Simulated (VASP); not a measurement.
# H (a cell with a defect) in VASP: notebook

The runs below take H (a cell with a defect) through single point, relaxation of the atoms, with PBE.

Everything below comes from runs of VASP 6.6.1. Logs are shortened: lines on timing, memory, paths and dates and some standing lists are left out, and cuts for length are marked.

**1. The cell of the first run**

The cell holds a defect, 15 atoms: a = 6.958 Å, b = 6.958 Å, c = 6.958 Å, α = 97.87°, β = 115.57°, γ = 115.57°.

**2. Single point, PBE (atoms taken out, then relaxed in part)**

File INCAR:

```
SYSTEM = H
PREC = Accurate
ENCUT = 520
EDIFF = 1E-7
ISMEAR = 0
SIGMA = 0.05
LREAL = Auto
LASPH = .True.
NELM = 80
ALGO = Normal
ISIF = 2
LWAVE = .False.
LCHARG = .False.
GGA = PE
NBANDS = 20
```

File KPOINTS:

```
Automatic mesh
0
Gamma
  4 4 4
  0 0 0
```

File POSCAR:

```
H
1.0
   -3.7097337092     -3.7097337092      4.5711314382
   -3.7097337092      3.7097337092     -4.5711314382
    3.7097337092     -3.7097337092     -4.5711314382
H
15
Direct
   -0.1807221142     -0.0670337329     -0.0670337329
    0.5000000000      0.6136883813     -0.0670337329
    0.0000000000      0.5594006583      0.0594006583
    0.5000000000     -0.0670337329      0.6136883813
    0.0000000000      0.0594006583      0.5594006583
    0.5000000000      0.4989600243      0.4989600243
    0.1807221142      0.6136883813      0.6136883813
    0.5000000000      0.4166793164      0.4166793164
    0.0347524103      0.5454072179      0.5454072179
    0.5000000000      1.0106548076      0.5454072179
    0.0000000000      0.9773107215      0.4773107215
    0.5000000000      0.5454072179      1.0106548076
    0.0000000000      0.4773107215      0.9773107215
    0.5000000000      0.7644501179      0.7644501179
   -0.0347524103      1.0106548076      1.0106548076
```

Potentials or basis: VASP PAW PBE potentials, release 64 (H).

On the command line:

```console
$ cat potpaw_PBE.64/H/POTCAR > POTCAR
$ mpirun -np 1 vasp_std > vasp.out
```

OUTCAR:

```text
SYSTEM = H
   PREC = Accurate
   ENCUT = 520
   EDIFF = 1E-7
   ISMEAR = 0
   LREAL = Auto
   LASPH = .True.
   NELM = 80
   ISIF = 2
   GGA = PE

 ion  position               nearest neighbor table
   1  0.819  0.933  0.933-  15 0.77
   2  0.500  0.614  0.933-  12 0.77
   3  0.000  0.559  0.059-  13 0.75
   4  0.500  0.933  0.614-  10 0.77
   5  0.000  0.059  0.559-  11 0.75
   6  0.500  0.499  0.499-   8 0.75
   7  0.181  0.614  0.614-   9 0.77
   8  0.500  0.417  0.417-   6 0.75
   9  0.035  0.545  0.545-   7 0.77
  10  0.500  0.011  0.545-   4 0.77
  11  0.000  0.977  0.477-   5 0.75
  12  0.500  0.545  0.011-   2 0.77
  13  0.000  0.477  0.977-   3 0.75
  14  0.500  0.764  0.764-
  15  0.965  0.011  0.011-   1 0.77

  LATTYP: Found a body centered tetragonal cell.
 ALAT       =     7.4194674184
 C/A-ratio  =     1.2321993427

  Lattice vectors:

 A1 = (   3.7097337092,  -3.7097337092,   4.5711314382)
 A2 = (  -3.7097337092,   3.7097337092,   4.5711314382)
 A3 = (  -3.7097337092,  -3.7097337092,  -4.5711314382)

Analysis of symmetry for initial positions (statically):
=====================================================================
 Subroutine PRICEL returns:
 Original cell was already a primitive cell.

 Routine SETGRP: Setting up the symmetry group for a
 body centered tetragonal supercell.

 Subroutine GETGRP returns: Found  8 space group operations
 (whereof  2 operations were pure point group operations)
 out of a pool of 16 trial point group operations.

The static configuration has the point symmetry C_1h.
 The point group associated with its full space group is C_4v.

Analysis of symmetry for dynamics (positions and initial velocities):
=====================================================================
 Subroutine PRICEL returns:
 Original cell was already a primitive cell.

 Routine SETGRP: Setting up the symmetry group for a
 body centered tetragonal supercell.

 Subroutine GETGRP returns: Found  8 space group operations
 (whereof  2 operations were pure point group operations)
 out of a pool of 16 trial point group operations.

The dynamic configuration has the point symmetry C_1h.
 The point group associated with its full space group is C_4v.

 Subroutine INISYM returns: Found  8 space group operations
 (whereof  2 operations are pure point group operations),
 and found     1 'primitive' translations

----------------------------------------------------------------------------------------

                                     Primitive cell

  volume of cell :     251.6339

  direct lattice vectors                    reciprocal lattice vectors
    -3.709733709 -3.709733709  4.571131438    -0.134780564 -0.134780564  0.000000000
    -3.709733709  3.709733709 -4.571131438    -0.134780564  0.000000000 -0.109382110
     3.709733709 -3.709733709 -4.571131438     0.000000000 -0.134780564 -0.109382110

  length of vectors
     6.958411529  6.958411529  6.958411529     0.190608501  0.173580662  0.173580662

  position of ions in fractional coordinates (direct lattice)
     0.819277886  0.932966267  0.932966267
     0.500000000  0.613688381  0.932966267
     0.000000000  0.559400658  0.059400658
     0.500000000  0.932966267  0.613688381
     0.000000000  0.059400658  0.559400658
     0.500000000  0.498960024  0.498960024
     0.180722114  0.613688381  0.613688381
     0.500000000  0.416679316  0.416679316
     0.034752410  0.545407218  0.545407218
     0.500000000  0.010654808  0.545407218
     0.000000000  0.977310721  0.477310721
     0.500000000  0.545407218  0.010654808
     0.000000000  0.477310721  0.977310721
     0.500000000  0.764450118  0.764450118
     0.965247590  0.010654808  0.010654808

  ion indices of the primitive-cell ions
   primitive index   ion index
                 1           1
                 2           2
                 3           3
                 4           4
                 5           5
                 6           6
                 7           7
                 8           8
                 9           9
                10          10
                11          11
                12          12
                13          13
                14          14
                15          15

----------------------------------------------------------------------------------------

 KPOINTS: Automatic mesh

Automatic generation of k-mesh.
 Grid dimensions read from file:
 generate k-points for:    4    4    4

 Generating k-lattice:

  Cartesian coordinates                     Fractional coordinates (reciprocal lattice)
    -0.033695141 -0.033695141  0.000000000     0.250000000  0.000000000  0.000000000
    -0.033695141  0.000000000 -0.027345527     0.000000000  0.250000000 -0.000000000
     0.000000000 -0.033695141 -0.027345527     0.000000000 -0.000000000  0.250000000

  Length of vectors
     0.047652125  0.043395165  0.043395165

  Shift w.r.t. Gamma in fractional coordinates (k-lattice)
     0.000000000  0.000000000  0.000000000

 Subroutine IBZKPT returns following result:
 ===========================================

 Found     13 irreducible k-points:

 Following reciprocal coordinates:
            Coordinates               Weight
  0.000000  0.000000  0.000000      1.000000
  0.250000  0.000000  0.000000      4.000000
  0.500000  0.000000  0.000000      2.000000
  0.000000  0.250000 -0.000000      8.000000
  0.250000  0.250000 -0.000000     16.000000
  0.000000  0.500000 -0.000000      4.000000
  0.250000  0.500000 -0.000000      8.000000
  0.250000  0.250000  0.250000      2.000000
 -0.250000  0.250000  0.250000      2.000000
  0.500000  0.500000  0.250000      8.000000
  0.250000 -0.250000  0.250000      4.000000
  0.500000 -0.250000  0.250000      4.000000
  0.500000  0.500000  0.500000      1.000000
   k-points           NKPTS =     13   k-points in BZ     NKDIM =     13   number of bands    NBANDS=     20
   number of dos      NEDOS =    301   number of ions     NIONS =     15
   total plane-waves  NPLWV = 157464
   dimension x,y,z NGX =    54 NGY =   54 NGZ =   54
   dimension x,y,z NGXF=   108 NGYF=  108 NGZF=  108
   ions per type =              15
   NGX,Y,Z   is equivalent  to a cutoff of  12.90, 12.90, 12.90 a.u.
   NGXF,Y,Z  is equivalent  to a cutoff of  25.80, 25.80, 25.80 a.u.
 SYSTEM =  H
   PREC   = accura    normal or accurate (medium, high low for compatibility)
   ISTART =      0    job   : 0-new  1-cont  2-samecut
   ICHARG =      2    charge: 1-file 2-atom 10-const
   ISPIN  =      1    spin polarized calculation?
   LNONCOLLINEAR =      F non collinear calculations
   LSORBIT =      F    spin-orbit coupling
   LASPH  =      T    aspherical Exc in radial PAW
   ENCUT  =  520.0 eV  38.22 Ry    6.18 a.u.  12.94 12.94 12.94*2*pi/ulx,y,z
   NELM   =     80;   NELMIN=  2; NELMDL= -5     # of ELM steps
   EDIFF  = 0.1E-06   stopping-criterion for ELM
   LREAL  =      T    real-space projection
   EDIFFG = 0.1E-05   stopping-criterion for IOM
   NSW    =      0    number of steps for IOM
   IBRION =     -1    ionic relax: 0-MD 1-quasi-New 2-CG
   NFREE  =      0    steps in history (QN), initial steepest desc. (CG)
   ISIF   =      2    stress and relaxation
   ISYM   =      2    0-nonsym 1-usesym 2-fastsym
   POTIM  = 0.5000    time-step for ionic-motion
   TEBEG  =    0.0;   TEEND  =   0.0 temperature during run
   PSTRESS=    0.0 pullay stress
   NELECT =      15.0000    total number of electrons
   NUPDOWN=      -1.0000    fix difference up-down
   EMIN   =  10.00;   EMAX   =-10.00  energy-range for DOS
   EFERMI =   0.00;   METHOD = LEGACY
   ISMEAR =     0;   SIGMA  =   0.05  broadening in eV -4-tet -1-fermi 0-gaus
   EFERMI_NEDOS =   21; number of points for ismear=-14 and -15
   IALGO  =     38    algorithm
   IMIX   =      4    mixing-type and parameters
     AMIX     =   0.40;   BMIX     =  1.00
     AMIX_MAG =   1.60;   BMIX_MAG =  1.00
  volume/ion in A,a.u.               =      16.78       113.21
  Fermi-wavevector in a.u.,A,eV,Ry     =   0.639512  1.208503  5.564455  0.408976
  Thomas-Fermi vector in A             =   1.705212
   LORBIT       =      0    0 simple, 1 ext, 2 COOP (PROOUT), +10 PAW based schemes
   GGA     = PE    functional components
   LHFCALC =     F    Hartree Fock is set to
   AEXX    =    0.0000 exact exchange contribution
   IVDW    =     0    specifies the selected vdW correction
   LEPSILON=     F    determine dielectric tensor
   LRPA    =     F    only Hartree local field effects (RPA)
 non-spin polarized calculation
 Gauss-broadening in eV      SIGMA  =   0.05
  energy-cutoff  :      520.00
  volume of cell :      251.63
 maximum number of plane-waves:      6805
 NGX is ok and might be reduce to    54
   NGX = 25   NGY = 25   NGZ = 25

 number of electron      14.9999999 magnetization

 Free energy of the ion-electron system (eV)
  ---------------------------------------------------
  ext. energy  EPLUGINS =         0.00000000
  ---------------------------------------------------
  free energy    TOTEN  =       -47.76413924 eV

  energy without entropy =      -47.74173505  energy(sigma->0) =      -47.75293714

 E-fermi :  -4.7705     XC(G=0):  -4.4424

 val. band max:       -4.7716976913   @ k =   0.2500   0.5000  -0.0000
 cond. band min:      -4.7549372038   @ k =   0.5000  -0.2500   0.2500
 fundamental gap:      0.0167604875
 Fermi energy:        -4.7704900934

 k-point     1 :       0.0000    0.0000    0.0000
  band No.  band energies     occupation
      1     -10.9395      2.00000
      2      -9.5226      2.00000
      3      -9.5226      2.00000
      4      -9.3370      2.00000
      5      -9.2432      2.00000
      6      -9.2177      2.00000
[... 262 lines left out ...]
      5      -9.3197      2.00000
      6      -9.1909      2.00000
[... 11 lines left out ...]
     18       3.9762      0.00000
     19       4.1919      0.00000
 [bands above 19 left out]

------------------------ aborting loop because EDIFF is reached ----------------------------------------

  FORCE on cell =-STRESS in cart. coord.  units (eV):
  Direction    XX          YY          ZZ          XY          YZ          ZX
  --------------------------------------------------------------------------------------
  -------------------------------------------------------------------------------------
  Total       -0.3136540     -0.3136540     -0.2618885      0.0000000      0.0000000      0.0000000
  in kB       -1.9970654     -1.9970654     -1.6674693      0.0000000      0.0000000      0.0000000
  external PRESSURE =      -1.8872000 kB  Pullay stress =       0.0000000 kB

 VOLUME and BASIS-vectors are now :
 -----------------------------------------------------------------------------
  energy-cutoff  :      520.00
  volume of cell :      251.63
      direct lattice vectors                 reciprocal lattice vectors
    -3.709733709 -3.709733709  4.571131438    -0.134780564 -0.134780564  0.000000000
    -3.709733709  3.709733709 -4.571131438    -0.134780564  0.000000000 -0.109382110
     3.709733709 -3.709733709 -4.571131438     0.000000000 -0.134780564 -0.109382110

 POSITION                                       TOTAL-FORCE (eV/Angst)
 -----------------------------------------------------------------------------------
     -3.03930     -3.03930     -4.78440        -0.008375     -0.008375      0.001753
     -0.67043     -3.03930     -4.78440         0.008375     -0.008375      0.001753
     -1.85487      1.85487     -2.82862        -0.000000     -0.000000      0.008876
     -3.03930     -0.67043     -4.78440        -0.008375      0.008375      0.001753
      1.85487     -1.85487     -2.82862         0.000000     -0.000000      0.008876
     -1.85487     -1.85487     -2.27606         0.000000     -0.000000      0.012304
     -0.67043     -0.67043     -4.78440         0.008375      0.008375      0.001753
     -1.85487     -1.85487     -1.52383         0.000000     -0.000000     -0.011725
     -0.12892     -0.12892     -4.82740        -0.009079     -0.009079     -0.000539
      0.12892     -3.83866     -0.25627         0.009079     -0.009079     -0.000539
     -1.85487      1.85487     -6.64927         0.000000     -0.000000     -0.013185
     -3.83866      0.12892     -0.25627        -0.009079      0.009079     -0.000539
      1.85487     -1.85487     -6.64927        -0.000000      0.000000     -0.013185
     -1.85487     -1.85487     -4.70324         0.000000     -0.000000      0.003183
     -3.58081     -3.58081      4.31486         0.009079      0.009079     -0.000539
 -----------------------------------------------------------------------------------
    total drift:                               -0.000000     -0.000000     -0.000067

  FREE ENERGIE OF THE ION-ELECTRON SYSTEM (eV)
  ---------------------------------------------------
  free  energy   TOTEN  =       -47.7641392368 eV

  energy  without entropy=      -47.7417350469  energy(sigma->0) =      -47.75293714
```

Wall time 1.9 min (1 thread of Intel Xeon Platinum 8259CL at 2.50GHz (Skylake/Cascade Lake), shared host); peak memory 0.38 GiB.

Results:

* Free energy: -47.7641 eV
* Pressure: -0.2 GPa
* Largest force: 0.013 eV/Å
* Band gap on the k mesh: zero (an odd number of electrons rules out a gap without spin polarisation)

Forces on the atoms (eV/Å):
```
H   -0.008 -0.008  0.002
H    0.008 -0.008  0.002
H    0.000  0.000  0.009
H   -0.008  0.008  0.002
H    0.000  0.000  0.009
H    0.000  0.000  0.012
H    0.008  0.008  0.002
H    0.000  0.000 -0.012
H   -0.009 -0.009 -0.001
H    0.009 -0.009 -0.001
H    0.000  0.000 -0.013
H   -0.009  0.009 -0.001
H    0.000  0.000 -0.013
H    0.000  0.000  0.003
H    0.009  0.009 -0.001
```

Levels at points of the mesh, in eV from the Fermi level:
| k point | band 6 | band 7 | band 8 | band 9 | band 10 | band 11 |
| --- | --- | --- | --- | --- | --- | --- |
| (0.00, 0.00, 0.00) | -4.45 | -4.21 | -0.08 | 5.22 | 5.86 | 5.94 |
| (0.50, 0.00, 0.00) | -4.32 | -4.19 | 0.05 | 5.20 | 5.60 | 6.58 |
| (0.00, 0.50, 0.00) | -4.39 | -4.23 | 0.00 | 5.28 | 5.93 | 6.12 |
| (0.50, 0.50, 0.50) | -4.42 | -4.19 | -0.02 | 5.10 | 6.28 | 6.28 |

Caveat: the cell differs from its parent crystal (atoms taken out, then relaxed in part).

(Continued in part 2 of 2.)
